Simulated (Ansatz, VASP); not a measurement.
**ZnSe: VASP beside Ansatz**

Contents of INCAR:

```
  PREC = Accurate
  ENCUT = 520
  EDIFF = 1E-6
  ISMEAR = -1
  SIGMA = 0.02
  LREAL = False
  LASPH = True
  NELM = 60
  ALGO = Normal
  ISIF = 2
  LWAVE = False
  LCHARG = False
  GGA = PE
  NBANDS = 16
```

File KPOINTS:

```
Automatic mesh
0
Gamma
  8 8 8
```

File POSCAR:

```
ZnSe
1.0
    0.0000000000      2.7556659633      2.8324246719
    2.7556659633      0.0000000000      2.8324246719
    2.7556659633      2.7556659633      0.0000000000
Zn Se
1 1
Direct
    0.0000000000      0.0000000000      0.0000000000
    0.2500000000      0.2500000000      0.2500000000
```

Input for Ansatz:

```yaml
crystal:
  lattice:
    - [0.0, 2.7556659633, 2.8324246719]
    - [2.7556659633, 0.0, 2.8324246719]
    - [2.7556659633, 2.7556659633, 0.0]
  atoms:
    - { symbol: Zn, position: [0.0, 0.0, 0.0] }
    - { symbol: Se, position: [0.25, 0.25, 0.25] }
kpoints:
  mp_grid: { grid: [8, 8, 8] }
  band_path:
    path:
      - [0.0, 0.0, 0.0]
      - [-0.5, -0.5, 0.0]
      - [-0.375, -0.375, 0.25]
      - [-0.375, 0.0, 0.375]
      - [0.0, 0.0, 0.5]
      - [-0.5, -0.25, 0.25]
    npoints: 1
hamiltonian:
  xc: pbe
scf:
  occupations: { method: fermi_dirac, width: 0.02 }
  n_extra_bands: 4
output:
  forces: true
  stress: true
  eigenvalues: true
```

Change from the starting cell: biaxial_xy strain -2.7%.

Alike in both runs: task single point; functional PBE; k mesh 8 × 8 × 8; occupations fermi-dirac, width 0.02 eV; no spin polarisation.

```csv
,VASP,Ansatz
version,VASP 6.6.1,Ansatz 0.2.0
potentials or method,"VASP PAW PBE potentials, release 64 (Zn, Se)","plane waves, PAW"
plane-wave cutoff (eV),520,420
valence electrons in the cell,18,28
```

VASP gave:

| Property | Result |
| --- | --- |
| gap on the k mesh at the Fermi level (eV) | 1.48 |
| pressure (GPa) | 6.6 |
| traceless stress, the component that is largest in VASP (GPa) | -0.62 |

Estimate Ansatz's values.

gap on the k mesh at the Fermi level (eV): 1.48; pressure (GPa): 6.3; traceless stress, the component that is largest in VASP (GPa): -0.62.

VASP's potentials hold 18 valence electrons a cell and Ansatz's 28, so a difference there can come from the potentials and not from the codes.
